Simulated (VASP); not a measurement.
# KTaO3 (Pm-3m) in VASP: a series of runs, part 3 of 3

VASP 6.6.1. The steps go on from the part before.

### Step 4. Single point, PBEsol

This run uses another cell than the first one, of 11.93 Å³/atom.

INCAR

```
PREC = Accurate
ENCUT = 520
EDIFF = 1E-7
ISMEAR = -1
SIGMA = 0.05
LREAL = False
LASPH = True
NELM = 60
ALGO = Normal
ISIF = 2
LWAVE = False
LCHARG = False
GGA = PS
NBANDS = 27
```

KPOINTS

```
Automatic mesh
0
Gamma
  7 7 7
```

POSCAR

```
KTaO3
1.0
    3.9068832774      0.0000000000      0.0000000000
    0.0000000000      3.9068832774      0.0000000000
    0.0000000000      0.0000000000      3.9068832774
Ta K O
1 1 3
Direct
    0.0000000000      0.0000000000      0.0000000000
    0.5000000000      0.5000000000      0.5000000000
    0.0000000000      0.0000000000      0.5000000000
    0.0000000000      0.5000000000      0.0000000000
    0.5000000000      0.0000000000      0.0000000000
```

Potentials or basis: VASP PAW PBE potentials, release 64 (Ta_pv, K_sv, O).

Run with:

```bash
$ cat potpaw_PBE.64/Ta_pv/POTCAR potpaw_PBE.64/K_sv/POTCAR potpaw_PBE.64/O/POTCAR > POTCAR
$ mpirun -np 1 vasp_std > vasp.out
```

OUTCAR:

```text
PREC = Accurate
   ENCUT = 520
   EDIFF = 1E-7
   ISMEAR = -1
   LREAL = False
   LASPH = True
   NELM = 60
   ISIF = 2
   GGA = PS

 ion  position               nearest neighbor table
   1  0.000  0.000  0.000-   3 1.95   4 1.95   5 1.95   3 1.95   4 1.95   5 1.95   2 3.38   2 3.38
                             2 3.38   2 3.38   2 3.38   2 3.38   2 3.38   2 3.38
   2  0.500  0.500  0.500-   3 2.76   4 2.76   5 2.76   4 2.76   5 2.76   3 2.76   5 2.76   5 2.76
                             3 2.76   4 2.76   4 2.76   3 2.76   1 3.38   1 3.38   1 3.38   1 3.38
   3  0.000  0.000  0.500-   1 1.95   1 1.95   2 2.76   2 2.76   2 2.76   2 2.76
   4  0.000  0.500  0.000-   1 1.95   1 1.95   2 2.76   2 2.76   2 2.76   2 2.76
   5  0.500  0.000  0.000-   1 1.95   1 1.95   2 2.76   2 2.76   2 2.76   2 2.76

  LATTYP: Found a simple cubic cell.
 ALAT       =     3.9068832774

  Lattice vectors:

 A1 = (   3.9068832774,   0.0000000000,   0.0000000000)
 A2 = (   0.0000000000,   3.9068832774,   0.0000000000)
 A3 = (   0.0000000000,   0.0000000000,   3.9068832774)

Analysis of symmetry for initial positions (statically):
=====================================================================
 Subroutine PRICEL returns:
 Original cell was already a primitive cell.

 Routine SETGRP: Setting up the symmetry group for a
 simple cubic supercell.

 Subroutine GETGRP returns: Found 48 space group operations
 (whereof 48 operations were pure point group operations)
 out of a pool of 48 trial point group operations.

The static configuration has the point symmetry O_h .

Analysis of symmetry for dynamics (positions and initial velocities):
=====================================================================
 Subroutine PRICEL returns:
 Original cell was already a primitive cell.

 Routine SETGRP: Setting up the symmetry group for a
 simple cubic supercell.

 Subroutine GETGRP returns: Found 48 space group operations
 (whereof 48 operations were pure point group operations)
 out of a pool of 48 trial point group operations.

The dynamic configuration has the point symmetry O_h .

 Subroutine INISYM returns: Found 48 space group operations
 (whereof 48 operations are pure point group operations),
 and found     1 'primitive' translations

----------------------------------------------------------------------------------------

                                     Primitive cell

  volume of cell :      59.6336

  direct lattice vectors                    reciprocal lattice vectors
     3.906883277  0.000000000  0.000000000     0.255958504  0.000000000  0.000000000
     0.000000000  3.906883277  0.000000000     0.000000000  0.255958504  0.000000000
     0.000000000  0.000000000  3.906883277     0.000000000  0.000000000  0.255958504

  length of vectors
     3.906883277  3.906883277  3.906883277     0.255958504  0.255958504  0.255958504

  position of ions in fractional coordinates (direct lattice)
     0.000000000  0.000000000  0.000000000
     0.500000000  0.500000000  0.500000000
     0.000000000  0.000000000  0.500000000
     0.000000000  0.500000000  0.000000000
     0.500000000  0.000000000  0.000000000

  ion indices of the primitive-cell ions
   primitive index   ion index
                 1           1
                 2           2
                 3           3
                 4           4
[... 27 lines left out ...]

 Following reciprocal coordinates:
            Coordinates               Weight
  0.000000  0.000000  0.000000      1.000000
  0.142857  0.000000  0.000000      6.000000
  0.285714  0.000000  0.000000      6.000000
  0.428571  0.000000  0.000000      6.000000
  0.142857  0.142857  0.000000     12.000000
  0.285714  0.142857  0.000000     24.000000
[... 12 lines left out ...]
  0.428571  0.428571  0.285714     24.000000
  0.428571  0.428571  0.428571      8.000000
   k-points           NKPTS =     20   k-points in BZ     NKDIM =     20   number of bands    NBANDS=     27
   number of dos      NEDOS =    301   number of ions     NIONS =      5
   total plane-waves  NPLWV =  27000
   dimension x,y,z NGX =    30 NGY =   30 NGZ =   30
   dimension x,y,z NGXF=    60 NGYF=   60 NGZF=   60
   ions per type =               1   1   3
   NGX,Y,Z   is equivalent  to a cutoff of  12.77, 12.77, 12.77 a.u.
   NGXF,Y,Z  is equivalent  to a cutoff of  25.53, 25.53, 25.53 a.u.
 SYSTEM =  unknown system
   PREC   = accura    normal or accurate (medium, high low for compatibility)
   ISTART =      0    job   : 0-new  1-cont  2-samecut
   ICHARG =      2    charge: 1-file 2-atom 10-const
   ISPIN  =      1    spin polarized calculation?
   LNONCOLLINEAR =      F non collinear calculations
   LSORBIT =      F    spin-orbit coupling
   LASPH  =      T    aspherical Exc in radial PAW
   ENCUT  =  520.0 eV  38.22 Ry    6.18 a.u.   7.26  7.26  7.26*2*pi/ulx,y,z
   NELM   =     60;   NELMIN=  2; NELMDL= -5     # of ELM steps
   EDIFF  = 0.1E-06   stopping-criterion for ELM
   LREAL  =      F    real-space projection
   EDIFFG = 0.1E-05   stopping-criterion for IOM
   NSW    =      0    number of steps for IOM
   IBRION =     -1    ionic relax: 0-MD 1-quasi-New 2-CG
   NFREE  =      0    steps in history (QN), initial steepest desc. (CG)
   ISIF   =      2    stress and relaxation
   ISYM   =      2    0-nonsym 1-usesym 2-fastsym
   POTIM  = 0.5000    time-step for ionic-motion
   TEBEG  =    0.0;   TEEND  =   0.0 temperature during run
   PSTRESS=    0.0 pullay stress
   NELECT =      38.0000    total number of electrons
   NUPDOWN=      -1.0000    fix difference up-down
   EMIN   =  10.00;   EMAX   =-10.00  energy-range for DOS
   EFERMI =   0.00;   METHOD = LEGACY
   ISMEAR =    -1;   SIGMA  =   0.05  broadening in eV -4-tet -1-fermi 0-gaus
   EFERMI_NEDOS =   21; number of points for ismear=-14 and -15
   IALGO  =     38    algorithm
   IMIX   =      4    mixing-type and parameters
     AMIX     =   0.40;   BMIX     =  1.00
     AMIX_MAG =   1.60;   BMIX_MAG =  1.00
  volume/ion in A,a.u.               =      11.93        80.49
  Fermi-wavevector in a.u.,A,eV,Ry     =   1.408766  2.662182 27.002425  1.984622
  Thomas-Fermi vector in A             =   2.530891
   LORBIT       =      0    0 simple, 1 ext, 2 COOP (PROOUT), +10 PAW based schemes
   GGA     = PS    functional components
   LHFCALC =     F    Hartree Fock is set to
   AEXX    =    0.0000 exact exchange contribution
   IVDW    =     0    specifies the selected vdW correction
   LEPSILON=     F    determine dielectric tensor
   LRPA    =     F    only Hartree local field effects (RPA)
 non-spin polarized calculation
  energy-cutoff  :      520.00
  volume of cell :       59.63
 maximum number of plane-waves:      1622
 NGX is ok and might be reduce to    30
   NGX = 15   NGY = 15   NGZ = 15

 number of electron      38.0000009 magnetization

 Free energy of the ion-electron system (eV)
  ---------------------------------------------------
  ext. energy  EPLUGINS =         0.00000000
  ---------------------------------------------------
  free energy    TOTEN  =       -42.74576354 eV

  energy without entropy =      -42.74576354  energy(sigma->0) =      -42.74576354

 E-fermi :   3.2304     XC(G=0): -11.4692

 val. band max:        2.0336292799   @ k =   0.4286   0.4286   0.4286
 cond. band min:       4.3054085796   @ k =   0.0000   0.0000   0.0000
 fundamental gap:      2.2717792997
 Fermi energy:         3.2303508206

 k-point     1 :       0.0000    0.0000    0.0000
  band No.  band energies     occupation
      1     -31.6942      2.00000
      2     -31.6942      2.00000
      3     -31.6942      2.00000
      4     -24.9804      2.00000
      5     -15.6139      2.00000
      6     -14.8745      2.00000
[... 589 lines left out ...]
     26      13.3644      0.00000
     27      14.2553      0.00000

------------------------ aborting loop because EDIFF is reached ----------------------------------------

  FORCE on cell =-STRESS in cart. coord.  units (eV):
  Direction    XX          YY          ZZ          XY          YZ          ZX
  --------------------------------------------------------------------------------------
  -------------------------------------------------------------------------------------
  Total        5.5258832      5.5258832      5.5258832      0.0000000      0.0000000      0.0000000
  in kB      148.4639365    148.4639365    148.4639365      0.0000000      0.0000000      0.0000000
  external PRESSURE =     148.4639365 kB  Pullay stress =       0.0000000 kB

 VOLUME and BASIS-vectors are now :
 -----------------------------------------------------------------------------
  energy-cutoff  :      520.00
  volume of cell :       59.63
      direct lattice vectors                 reciprocal lattice vectors
     3.906883277  0.000000000  0.000000000     0.255958504  0.000000000  0.000000000
     0.000000000  3.906883277  0.000000000     0.000000000  0.255958504  0.000000000
     0.000000000  0.000000000  3.906883277     0.000000000  0.000000000  0.255958504

 POSITION                                       TOTAL-FORCE (eV/Angst)
 -----------------------------------------------------------------------------------
      0.00000      0.00000      0.00000         0.000000      0.000000      0.000000
      1.95344      1.95344      1.95344         0.000000      0.000000      0.000000
      0.00000      0.00000      1.95344         0.000000      0.000000      0.000000
      0.00000      1.95344      0.00000         0.000000      0.000000      0.000000
      1.95344      0.00000      0.00000         0.000000      0.000000      0.000000
 -----------------------------------------------------------------------------------
    total drift:                                0.000000     -0.000000      0.000000

  FREE ENERGIE OF THE ION-ELECTRON SYSTEM (eV)
  ---------------------------------------------------
  free  energy   TOTEN  =       -42.7457635400 eV

  energy  without entropy=      -42.7457635400  energy(sigma->0) =      -42.74576354
```

Wall time 60 s (1 thread of Intel Xeon 8259CL, shared host); peak memory 0.19 GiB.

What came out:

```
Free energy            : -42.7458 eV
Pressure               : 14.8 GPa
Band gap on the k mesh : 2.27 eV (least direct gap 2.79 eV)
```

Caveat: the cell stands under pressure; the PAW data sets were made with another functional, which shifts forces and pressure a little; spin-orbit coupling is left out, which moves the levels of the heavy elements; an odd mesh through Γ misses points on the zone boundary, where band edges can lie.

### Step 5. Overview

```csv
task,level,cell,cutoff (eV),smearing,tolerance level,purpose,passes,dipole correction,gap on the mesh (eV),pressure (GPa),relaxed volume (Å³/atom)
relaxation of cell and atoms,r2SCAN,"relaxed from a = 4.117 Å, 5 atoms",840,gaussian 0.03 eV,tight,cell,3,-,2.65,0.0,12.76
relaxation of cell and atoms,r2SCAN,"relaxed from a = 4.117 Å, 5 atoms",840,gaussian 0.03 eV,tight,cell,2,-,2.65,0.0,12.77
single point,PBEsol,"a = 3.907 Å, 5 atoms",520,fermi-dirac 0.05 eV,-,-,-,no,2.27,14.8,-
```

Alike in all rows: potentials or basis VASP PAW PBE potentials, release 64 (Ta_pv, K_sv, O); no spin polarisation; k mesh 7 × 7 × 7.

Caveats: the PAW data sets were made with another functional, which shifts forces and pressure a little; spin-orbit coupling is left out, which moves the levels of the heavy elements; an odd mesh through Γ misses points on the zone boundary, where band edges can lie; the cell stands under pressure (at least some runs).

Absolute energies hang on the potentials; compare differences alone.
